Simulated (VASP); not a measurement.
# Al18H4C in VASP: further runs, part 2 of 3

VASP 6.6.1.

## 3. Single point, PBE+D3(BJ)

Contents of INCAR:

```
SYSTEM = Al18H4C
ALGO = Normal
EDIFF = 1E-6
ENCUT = 520
GGA = PE
ISIF = 2
ISMEAR = 0
IVDW = 12
LASPH = .TRUE.
LCHARG = .TRUE.
LELF = .TRUE.
LREAL = Auto
LVHAR = .TRUE.
LWAVE = .FALSE.
NBANDS = 48
NELM = 60
PREC = Accurate
SIGMA = 0.05
```

Contents of KPOINTS:

```
k-points
0
G
  3 2 1
  0 0 0
```

Contents of POSCAR:

```
Al18H4C
1.0
    5.7275650000      0.0000000000      0.0000000000
    4.2956740000      7.4403250000      0.0000000000
    0.0000000000      0.0000000000     17.6765370000
Al C H
18 1 4
Direct
    0.1666665958      0.1111111410      0.0565722234
    0.6666666831      0.1111111410      0.0565722234
    0.1666667458      0.4444444295      0.0565722234
    0.6666666585      0.4444444295      0.0565722234
    0.1666666204      0.7777778524      0.0565722234
    0.6666667077      0.7777778524      0.0565722234
   -0.1664900964      0.2222177123      0.1881577257
    0.3333504585      0.2222181155      0.1882630631
   -0.1665118332      0.5554942828      0.1878994737
    0.3333493153      0.5556190086      0.1879498230
   -0.1664570930      0.8887864441      0.1880366047
    0.3334884829      0.8887459889      0.1879180860
    0.0005782487     -0.0003978321      0.3196312717
    0.5003830214     -0.0005478255      0.3196355712
   -0.0000552081      0.3335358334      0.3196112451
    0.5001319236      0.3335839496      0.3196858072
    0.0001673301      0.6667323000      0.3194535785
    0.5001417737      0.6667294775      0.3190242523
    0.5773928841      0.6661286973      0.5233097410
    0.3753822931      0.7634626176      0.5028208862
    0.6354074839      0.5325737787      0.5009889663
    0.7216466709      0.7057969914      0.5036754654
    0.5770012376      0.6627250826      0.5852702936
```

Potentials or basis: VASP PAW PBE potentials, release 64 (Al, C, H).

Launch:

```sh
$ cat potpaw_PBE.64/Al/POTCAR potpaw_PBE.64/C/POTCAR potpaw_PBE.64/H/POTCAR > POTCAR
$ mpirun -np 1 vasp_std > vasp.out
```

OUTCAR:

```text
SYSTEM = Al18H4C
   EDIFF = 1E-6
   ENCUT = 520
   GGA = PE
   ISIF = 2
   ISMEAR = 0
   IVDW = 12
   LASPH = .TRUE.
   LREAL = Auto
   NELM = 60
   PREC = Accurate
 IVDW          = 12

 ion  position               nearest neighbor table
   1  0.167  0.111  0.057-  12 2.85   7 2.85   8 2.86   2 2.86   4 2.86   5 2.86   3 2.86   6 2.86
                             2 2.86
   2  0.667  0.111  0.057-  11 2.85   7 2.85   8 2.86   1 2.86   4 2.86   3 2.86   5 2.86   6 2.86
                             1 2.86
   3  0.167  0.444  0.057-   9 2.85  10 2.85   8 2.86   4 2.86   2 2.86   1 2.86   5 2.86   6 2.86
                             4 2.86
   4  0.667  0.444  0.057-   9 2.85  10 2.85   7 2.85   3 2.86   2 2.86   1 2.86   5 2.86   3 2.86
                             6 2.86
   5  0.167  0.778  0.057-  12 2.85  10 2.85  11 2.85   6 2.86   2 2.86   1 2.86   3 2.86   4 2.86
                             6 2.86
   6  0.667  0.778  0.057-  12 2.85   9 2.85  11 2.85   5 2.86   2 2.86   1 2.86   3 2.86   5 2.86
                             4 2.86
   7  0.834  0.222  0.188-  15 2.85  16 2.85   1 2.85   4 2.85  13 2.85   2 2.85   8 2.86   9 2.86
                            12 2.86  11 2.86  10 2.86   8 2.86
   8  0.333  0.222  0.188-  15 2.85  16 2.85  14 2.85   2 2.86   3 2.86   1 2.86   7 2.86   9 2.86
                            10 2.86  12 2.86   7 2.86  11 2.86
[... 441 lines left out ...]
     42       3.3370      0.00000
     43       3.3393      0.00000
 [bands above 43 left out]

------------------------ aborting loop because EDIFF is reached ----------------------------------------

 Edisp (eV)   -4.27982

 E8    (eV) :    -1.9616

  FORCE on cell =-STRESS in cart. coord.  units (eV):
  Direction    XX          YY          ZZ          XY          YZ          ZX
  --------------------------------------------------------------------------------------
  -------------------------------------------------------------------------------------
  Total     -11.38944   -11.35807    -0.17992    -0.00484     0.00933    -0.01901
  in kB     -24.22444   -24.15773    -0.38268    -0.01030     0.01985    -0.04044
  external pressure =      -16.25 kB  Pullay stress =        0.00 kB

 VOLUME and BASIS-vectors are now :
 -----------------------------------------------------------------------------
  energy-cutoff  :      520.00
  volume of cell :      753.28
      direct lattice vectors                 reciprocal lattice vectors
     5.727565000  0.000000000  0.000000000     0.174594265 -0.100802054  0.000000000
     4.295674000  7.440325000  0.000000000     0.000000000  0.134402731  0.000000000
     0.000000000  0.000000000 17.676537000     0.000000000  0.000000000  0.056572167

 POSITION                                       TOTAL-FORCE (eV/Angst)
 -----------------------------------------------------------------------------------
      1.43189      0.82670      1.00000        -0.001177      0.000592      0.006234
      4.29567      0.82670      1.00000         0.002044     -0.000491      0.011106
      2.86378      3.30681      1.00000        -0.000558      0.005071      0.002030
      5.72757      3.30681      1.00000        -0.000340      0.001574     -0.000214
      4.29567      5.78692      1.00000        -0.003551     -0.002636     -0.004166
      7.15946      5.78692      1.00000         0.004965     -0.004112     -0.002966
[... 15 lines left out ...]
      7.16515      5.25136      8.90324         0.020477      0.005690     -0.006554
      6.15166      4.93089     10.34555        -0.001364     -0.000994      0.023500
 -----------------------------------------------------------------------------------
    total drift:                               -0.000314      0.012009     -0.010255

  FREE ENERGIE OF THE ION-ELECTRON SYSTEM (eV)
  ---------------------------------------------------
  free  energy   TOTEN  =       -91.6967838517 eV

  energy  without entropy=      -91.6735967995  energy(sigma->0) =      -91.68519033
```

stdout:

```text
POSCAR found type information on POSCAR AlC H
 POSCAR found :  3 types and      23 ions
 scaLAPACK will be used
 LDA part: xc-table for (Slater+PW92), standard interpolation
 -----------------------------------------------------------------------------
|                                                                             |
|           W    W    AA    RRRRR   N    N  II  N    N   GGGG   !!!           |
|           W    W   A  A   R    R  NN   N  II  NN   N  G    G  !!!           |
|           W    W  A    A  R    R  N N  N  II  N N  N  G       !!!           |
|           W WW W  AAAAAA  RRRRR   N  N N  II  N  N N  G  GGG   !            |
|           WW  WW  A    A  R   R   N   NN  II  N   NN  G    G                |
|           W    W  A    A  R    R  N    N  II  N    N   GGGG   !!!           |
|                                                                             |
|     Your reciprocal lattice and k-lattice belong to different lattice       |
|     classes:                                                                |
|                                                                             |
|        The reciprocal lattice is simple monoclinic,                         |
|        whereas your k-lattice is hexagonal.                                 |
|                                                                             |
|     Results are often still useful ...                                      |
|                                                                             |
 -----------------------------------------------------------------------------

 POSCAR, INCAR and KPOINTS ok, starting setup
 FFT: planning ... GRIDC
 FFT: planning ... GRID_SOFT
 FFT: planning ... GRID
 WAVECAR not read
 entering main loop
```

It took 3 min on 1 thread of Intel Xeon 6975P-C (Granite Rapids), shared host; peak memory 0.82 GiB.

Results:

```
Free energy                : -91.6968 eV
Largest force              : 0.024 eV/Å
Band gap on the k mesh     : zero (filled and empty bands touch)
Dispersion energy per atom : -0.186 eV
```

Forces on the atoms (eV/Å):
```
Al  -0.001  0.001  0.006
Al   0.002  0.000  0.011
Al  -0.001  0.005  0.002
Al   0.000  0.002  0.000
Al  -0.004 -0.003 -0.004
Al   0.005 -0.004 -0.003
Al  -0.001  0.001  0.002
Al  -0.001  0.000  0.002
Al   0.002 -0.001  0.003
Al   0.002 -0.001  0.001
Al   0.000 -0.001  0.002
Al   0.001  0.000  0.000
Al  -0.001  0.001 -0.002
Al  -0.001  0.001 -0.003
Al  -0.001 -0.001 -0.004
Al  -0.001 -0.002 -0.003
Al   0.001  0.000 -0.003
Al   0.002 -0.001 -0.003
C   -0.001  0.004 -0.006
H   -0.016  0.015 -0.007
H   -0.005 -0.021 -0.008
H    0.020  0.006 -0.007
H   -0.001 -0.001  0.024
```

Caveat: the k points lie up to 0.42 Å⁻¹ apart.

## 4. Single point, PBE+D3(BJ)

Contents of INCAR:

```
SYSTEM = Al18H4C
PREC = Accurate
ENCUT = 520
EDIFF = 1E-7
ISMEAR = 0
SIGMA = 0.05
LREAL = Auto
LASPH = .TRUE.
NELM = 80
ALGO = Normal
ISIF = 2
LWAVE = .FALSE.
LCHARG = .FALSE.
GGA = PE
IVDW = 12
NBANDS = 48
```

Contents of KPOINTS:

```
Automatic mesh
0
G
  3 2 1
  0 0 0
```

Contents of POSCAR:

```
Al18H4C
1.0
    5.7275650000      0.0000000000      0.0000000000
    4.2956740000      7.4403250000      0.0000000000
    0.0000000000      0.0000000000     17.6765370000
Al C H
18 1 4
Direct
    0.1666665958      0.1111111410      0.0565722234
    0.6666666831      0.1111111410      0.0565722234
    0.1666667458      0.4444444295      0.0565722234
    0.6666666585      0.4444444295      0.0565722234
    0.1666666204      0.7777778524      0.0565722234
    0.6666667077      0.7777778524      0.0565722234
   -0.1664200626      0.2221306193      0.1881858986
    0.3334628031      0.2220974218      0.1882598950
   -0.1664487571      0.5553843414      0.1878535937
    0.3333808568      0.5555457591      0.1880077529
   -0.1663780733      0.8886855077      0.1879991539
    0.3335288805      0.8886627936      0.1879733570
    0.0006433433     -0.0005269931      0.3196963297
    0.5006172300     -0.0007362582      0.3195885031
    0.0001843004      0.3334171558      0.3195741904
    0.5001845283      0.3335026360      0.3197315741
    0.0001761866      0.6665763928      0.3193421313
    0.5001497672      0.6666403685      0.3191011905
    0.6590978005      0.6683706693      0.5237954131
    0.4566215801      0.7670354454      0.5041072807
    0.7170856964      0.5365297887      0.4995020235
    0.8025618088      0.7098078377      0.5053432129
    0.6600706071      0.6602139019      0.5856492140
```

Potentials or basis: VASP PAW PBE potentials, release 64 (Al, C, H).

Launch:

```sh
$ cat potpaw_PBE.64/Al/POTCAR potpaw_PBE.64/C/POTCAR potpaw_PBE.64/H/POTCAR > POTCAR
$ mpirun -np 1 vasp_std > vasp.out
```

OUTCAR:

```text
SYSTEM = Al18H4C
   PREC = Accurate
   ENCUT = 520
   EDIFF = 1E-7
   ISMEAR = 0
   LREAL = Auto
   LASPH = .TRUE.
   NELM = 80
   ISIF = 2
   GGA = PE
   IVDW = 12
 IVDW          = 12

 ion  position               nearest neighbor table
   1  0.167  0.111  0.057-  12 2.85   7 2.85   8 2.86   2 2.86   4 2.86   5 2.86   3 2.86   6 2.86
                             2 2.86
   2  0.667  0.111  0.057-  11 2.85   7 2.85   8 2.85   1 2.86   4 2.86   3 2.86   5 2.86   6 2.86
                             1 2.86
   3  0.167  0.444  0.057-   9 2.85  10 2.85   8 2.86   4 2.86   2 2.86   1 2.86   5 2.86   6 2.86
                             4 2.86
   4  0.667  0.444  0.057-   9 2.85  10 2.85   7 2.85   3 2.86   2 2.86   1 2.86   5 2.86   3 2.86
                             6 2.86
   5  0.167  0.778  0.057-  11 2.85  12 2.85  10 2.85   6 2.86   2 2.86   1 2.86   3 2.86   4 2.86
                             6 2.86
   6  0.667  0.778  0.057-   9 2.85  12 2.85  11 2.85   5 2.86   2 2.86   1 2.86   3 2.86   5 2.86
                             4 2.86
   7  0.834  0.222  0.188-  15 2.85  16 2.85   1 2.85   2 2.85  13 2.85   4 2.85   8 2.86   9 2.86
                            12 2.86   8 2.86  11 2.86  10 2.86
   8  0.333  0.222  0.188-  15 2.85  14 2.85  16 2.85   2 2.85   1 2.86   3 2.86   7 2.86   9 2.86
                            12 2.86  10 2.86  11 2.86   7 2.86
   9  0.834  0.555  0.188-   3 2.85  18 2.85   4 2.85   6 2.85  17 2.85  15 2.85   7 2.86   8 2.86
[... 4 lines left out ...]
                             9 2.86  12 2.86   8 2.86   7 2.86
  12  0.334  0.889  0.188-  18 2.85   6 2.85   5 2.85   1 2.85  14 2.85  13 2.85  10 2.86  11 2.86
                             9 2.86   7 2.86  11 2.86   8 2.86
  13  0.001  0.999  0.320-  12 2.85   7 2.85  11 2.85  18 2.86  17 2.86  14 2.86  14 2.86  15 2.87
                            16 2.87
  14  0.501  0.999  0.320-   8 2.85  11 2.85  12 2.85  18 2.86  17 2.86  13 2.86  13 2.86  15 2.87
                            16 2.87
  15  0.000  0.333  0.320-   8 2.85   7 2.85   9 2.85  17 2.86  16 2.86  18 2.86  16 2.86  13 2.87
                            14 2.87
  16  0.500  0.334  0.320-   7 2.85   8 2.85  10 2.85  18 2.86  17 2.86  15 2.86  15 2.86  13 2.87
                            14 2.87
  17  0.000  0.667  0.319-  10 2.85  11 2.85   9 2.85  14 2.86  13 2.86  15 2.86  16 2.86  18 2.86
                            18 2.86
  18  0.500  0.667  0.319-  12 2.85  10 2.85   9 2.85  14 2.86  13 2.86  16 2.86  15 2.86  17 2.86
                            17 2.86
  19  0.659  0.668  0.524-  23 1.10  22 1.10  21 1.10  20 1.10
  20  0.457  0.767  0.504-  19 1.10
  21  0.717  0.537  0.500-  19 1.10
[... 218 lines left out ...]
   NGX = 21   NGY = 31   NGZ = 65

 number of electron      62.0000000 magnetization

 Free energy of the ion-electron system (eV)
  ---------------------------------------------------
  ext. energy  EPLUGINS =         0.00000000
  ---------------------------------------------------
  free energy    TOTEN  =       -87.41684762 eV

  energy without entropy =      -87.39368383  energy(sigma->0) =      -87.40526572

 E-fermi :   0.7342     XC(G=0):  -5.4927

 val. band max:        0.6888813129   @ k =   0.3333   0.5000   0.0000
 cond. band min:       0.8143610846   @ k =   0.0000   0.5000   0.0000
 fundamental gap:      0.1254797717
 Fermi energy:         0.7342130055

 k-point     1 :       0.0000    0.0000    0.0000
  band No.  band energies     occupation
      1     -12.1903      2.00000
      2      -9.5552      2.00000
      3      -7.7548      2.00000
      4      -6.9153      2.00000
      5      -6.9137      2.00000
      6      -5.1909      2.00000
[... 173 lines left out ...]
     42       3.3373      0.00000
     43       3.3394      0.00000
 [bands above 43 left out]

------------------------ aborting loop because EDIFF is reached ----------------------------------------

 Edisp (eV)   -4.27913

 E8    (eV) :    -1.9614

  FORCE on cell =-STRESS in cart. coord.  units (eV):
  Direction    XX          YY          ZZ          XY          YZ          ZX
  --------------------------------------------------------------------------------------
  -------------------------------------------------------------------------------------
  Total     -11.38858   -11.36140    -0.17719    -0.01004     0.02334    -0.01762
  in kB     -24.22262   -24.16480    -0.37688    -0.02135     0.04965    -0.03748
  external pressure =      -16.25 kB  Pullay stress =        0.00 kB

 VOLUME and BASIS-vectors are now :
 -----------------------------------------------------------------------------
  energy-cutoff  :      520.00
  volume of cell :      753.28
      direct lattice vectors                 reciprocal lattice vectors
     5.727565000  0.000000000  0.000000000     0.174594265 -0.100802054  0.000000000
     4.295674000  7.440325000  0.000000000     0.000000000  0.134402731  0.000000000
     0.000000000  0.000000000 17.676537000     0.000000000  0.000000000  0.056572167

 POSITION                                       TOTAL-FORCE (eV/Angst)
 -----------------------------------------------------------------------------------
      1.43189      0.82670      1.00000        -0.000043      0.001502      0.007249
      4.29567      0.82670      1.00000         0.000325     -0.001211      0.011814
      2.86378      3.30681      1.00000        -0.001397      0.004524      0.001934
      5.72757      3.30681      1.00000         0.000738      0.003749      0.001820
      4.29567      5.78692      1.00000        -0.003547     -0.003669     -0.002256
      7.15946      5.78692      1.00000         0.004827     -0.004595     -0.003586
[... 15 lines left out ...]
      7.64583      5.28120      8.93272         0.020565      0.006426     -0.004617
      6.61666      4.91221     10.35225        -0.002210     -0.001301      0.028541
 -----------------------------------------------------------------------------------
    total drift:                                0.001540      0.002838     -0.011394

  FREE ENERGIE OF THE ION-ELECTRON SYSTEM (eV)
  ---------------------------------------------------
  free  energy   TOTEN  =       -91.6959825143 eV

  energy  without entropy=      -91.6728187269  energy(sigma->0) =      -91.68440062
```

OSZICAR:

```text
N       E                     dE             d eps       ncg     rms          rms(c)
DAV:   1     0.189243979923E+03    0.18924E+03   -0.19625E+04   384   0.947E+02
DAV:   2    -0.712501052589E+02   -0.26049E+03   -0.24605E+03   496   0.161E+02
DAV:   3    -0.930025150905E+02   -0.21752E+02   -0.21334E+02   488   0.436E+01
[... 16 lines left out ...]
DAV:  20    -0.874168458406E+02   -0.46139E-05   -0.77555E-07   440   0.169E-03    0.530E-04
DAV:  21    -0.874168468943E+02   -0.10536E-05   -0.10995E-07   400   0.744E-04    0.313E-04
DAV:  22    -0.874168474011E+02   -0.50680E-06   -0.43955E-08   360   0.493E-04    0.136E-04
DAV:  23    -0.874168475760E+02   -0.17490E-06   -0.15285E-08   312   0.308E-04    0.826E-05
DAV:  24    -0.874168476164E+02   -0.40397E-07   -0.64454E-09   344   0.219E-04
   1 F= -.91695983E+02 E0= -.91684401E+02  d E =-.231638E-01
```

Run time: 3.3 min. Hardware: 1 thread of Intel Xeon 6975P-C (Granite Rapids), shared host; peak memory 0.81 GiB.

What came out:

```yaml
Free_energy: -91.6960 eV
Largest_force: 0.029 eV/Å
Band_gap_on_the_k_mesh: zero (filled and empty bands touch)
Dispersion_energy_per_atom: -0.186 eV
```

Forces on the atoms (eV/Å):
```
Al   0.000  0.002  0.007
Al   0.000 -0.001  0.012
Al  -0.001  0.005  0.002
Al   0.001  0.004  0.002
Al  -0.004 -0.004 -0.002
Al   0.005 -0.005 -0.004
Al  -0.002  0.000  0.002
Al  -0.001  0.000  0.000
Al   0.001  0.000  0.002
Al   0.001  0.000 -0.002
Al   0.000  0.000  0.001
Al   0.001  0.000 -0.002
Al  -0.001  0.002 -0.001
Al   0.000  0.002 -0.002
Al  -0.002  0.000 -0.003
Al   0.000 -0.002 -0.002
Al   0.001  0.000 -0.003
Al   0.003  0.000 -0.001
C    0.000 -0.003 -0.015
H   -0.016  0.016 -0.006
H   -0.005 -0.019 -0.010
H    0.021  0.006 -0.005
H   -0.002 -0.001  0.029
```

Caveat: the k points lie up to 0.42 Å⁻¹ apart.

(Part 2 of 3 ends here.)
